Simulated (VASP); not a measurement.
Input of a VASP 6.6.1 run:

Contents of INCAR:

```
SYSTEM = SnO2
PREC     = Accurate       ! precision mode
ENCUT    = 520            ! plane-wave cutoff, eV
EDIFF    = 1E-6           ! SCF threshold, eV
ISMEAR   = -1             ! smearing method
SIGMA    = 0.02           ! smearing width, eV
LREAL    = .FALSE.        ! projectors in reciprocal space
LASPH    = .TRUE.         ! aspherical terms in the spheres
NELM     = 80             ! most SCF steps
ALGO     = Normal         ! electronic algorithm
ISIF     = 2              ! what is computed and relaxed
LWAVE    = .FALSE.        ! write WAVECAR
LCHARG   = .FALSE.        ! write CHGCAR
GGA      = PE             ! functional
NBANDS   = 35             ! bands
```

File KPOINTS:

```
Automatic mesh
0
G
  4 4 6
  0 0 0
```

The input POSCAR:

```
SnO2
1.0
    4.7380000000      0.0236900000      0.0236900000
    0.0236900000      4.7380000000      0.0236900000
    0.0159325000      0.0159325000      3.1865000000
Sn O
2 4
Direct
    0.0000000000      0.0000000000      0.0000000000
    0.5000000000      0.5000000000      0.5000000000
    0.3071000000      0.3071000000      0.0000000000
    0.1929000000      0.8071000000      0.5000000000
    0.6929000000      0.6929000000      0.0000000000
    0.8071000000      0.1929000000      0.5000000000
```

Potentials or basis: VASP PAW PBE potentials, release 64 (Sn_d, O).

Command:

```sh
$ cat potpaw_PBE.64/Sn_d/POTCAR potpaw_PBE.64/O/POTCAR > POTCAR
$ mpirun -np 1 vasp_std > vasp.out
```

Question: Predict the pressure.

Answer: 11.8 GPa.

Question: Estimate the largest force.

Answer: 0.355 eV/Å.

Question: What does it give for the band gap on the k mesh?

Answer: 1.27 eV.

Stress tensor (GPa, compression positive):
```
10.72 -2.09 -1.19
-2.09 10.72 -1.19
-1.19 -1.19 14.02
```

Caveat: the cell stands under pressure; spin-orbit coupling is left out, which moves the levels of the heavy elements. A hybrid or GW would open this gap; PBE tends to underestimate it.
